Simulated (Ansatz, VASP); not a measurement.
**In2S: VASP beside Ansatz**

```
CELL_PARAMETERS angstrom
3.98802 0.00000 0.00000
0.00000 3.98802 0.00000
0.00000 0.00000 5.40495
ATOMIC_POSITIONS crystal
In 0.50000 0.00000 0.66029
In 0.00000 0.50000 0.33971
S 0.00000 0.00000 0.00000
```

Change from the starting cell: species swapped into the Ta2H type (P-4m2, No. 115).

Alike in both runs: functional PBE; k mesh 4 × 4 × 4; occupations gaussian, width 0.1 eV; no spin polarisation.

Ansatz relaxed the structure, and its values are those at the end. VASP's run is a single point on that final structure, the one shown.

|  | VASP | Ansatz |
| --- | --- | --- |
| version | VASP 6.6.1 | Ansatz 0.2.0 |
| potentials or method | VASP PAW PBE potentials, release 64 (In_d, S), cutoff 520 eV | scalar-relativistic, plane waves, PAW |
| valence electrons in the cell | 32 | 32 |

Ansatz gave:

* gap on the k mesh at the Fermi level (eV): none
* pressure (GPa): 0.1
* rms of the force components (eV/Å): 0.005

Question: Estimate VASP's values.

Answer: gap on the k mesh at the Fermi level (eV): none; pressure (GPa): 0.1; rms of the force components (eV/Å): 0.009.

A gap of «none» marks a metal or a gap that the smearing closes.

The k mesh is coarse, so the values compare programs but aren't converged.
